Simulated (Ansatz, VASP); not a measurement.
# GaSb in VASP and in Ansatz

File INCAR:

```
SYSTEM = GaSb
ALGO = Normal
EDIFF = 1E-6
ENCUT = 520
GGA = PE
ISIF = 2
ISMEAR = -1
LASPH = .True.
LCHARG = .True.
LELF = .True.
LREAL = .False.
LVHAR = .True.
LWAVE = .False.
NBANDS = 16
NELM = 100
PREC = Accurate
SIGMA = 0.08
```

File KPOINTS:

```
k-points
0
Gamma
  13 13 13
  0 0 0
```

The input POSCAR:

```
GaSb
1.0
    0.0000000000      2.3754569028      2.3754569028
    2.3754569028      0.0000000000      2.3754569028
    2.3754569028      2.3754569028      0.0000000000
Ga Sb
1 1
Direct
    0.0000000000      0.0000000000      0.0000000000
    0.5000000000      0.5000000000      0.5000000000
```

Input for Ansatz:

```yaml
crystal:
  lattice:
    - [0.0, 2.3754569028, 2.3754569028]
    - [2.3754569028, 0.0, 2.3754569028]
    - [2.3754569028, 2.3754569028, 0.0]
  atoms:
    - { symbol: Ga, position: [0.0, 0.0, 0.0] }
    - { symbol: Sb, position: [0.5, 0.5, 0.5] }
kpoints:
  mp_grid: { grid: [13, 13, 13] }
  band_path:
    path:
      - [0.0, 0.0, 0.0]
      - [0.5, 0.0, 0.5]
      - [0.625, 0.25, 0.625]
      - [0.375, 0.375, 0.75]
      - [0.0, 0.0, 0.0]
      - [0.5, 0.5, 0.5]
      - [0.5, 0.25, 0.75]
      - [0.5, 0.0, 0.5]
    npoints: 8
scf:
  occupations: { method: fermi_dirac, width: 0.08 }
hamiltonian:
  xc: pbe
  pseudopotentials: { kind: paw }
output:
  forces: true
  stress: true
  eigenvalues: true
  populations: true
  dos: { projected: true, de: 0.2, e_range: [-14, 8] }
```

Change from the starting cell: volume scaled by 0.55, PAW files.

Alike in both runs: task single point; functional PBE; k mesh 13 × 13 × 13; occupations fermi-dirac, width 0.08 eV; no spin polarisation.

|  | VASP | Ansatz |
| --- | --- | --- |
| version | VASP 6.6.1 | Ansatz 0.2.0 |
| potentials or method | VASP PAW PBE potentials, release 64 (Ga_d, Sb) | PAW with Ansatz's default frozen-core files, scalar-relativistic |
| plane-wave cutoff (eV) | 520 | 420 |
| valence electrons in the cell | 18 | 28 |

```tsv
	VASP	Ansatz	Ansatz less VASP
pressure (GPa)	136.8	135.7	-1.12
```

Both programs put the cell under a high pressure, so it lies far from rest at this level. VASP's potentials hold 18 valence electrons a cell and Ansatz's 28, so a difference there can come from the potentials and not from the codes.

Neither program's run includes spin-orbit coupling. Noted on VASP's run: the cell as given lies far from equilibrium.
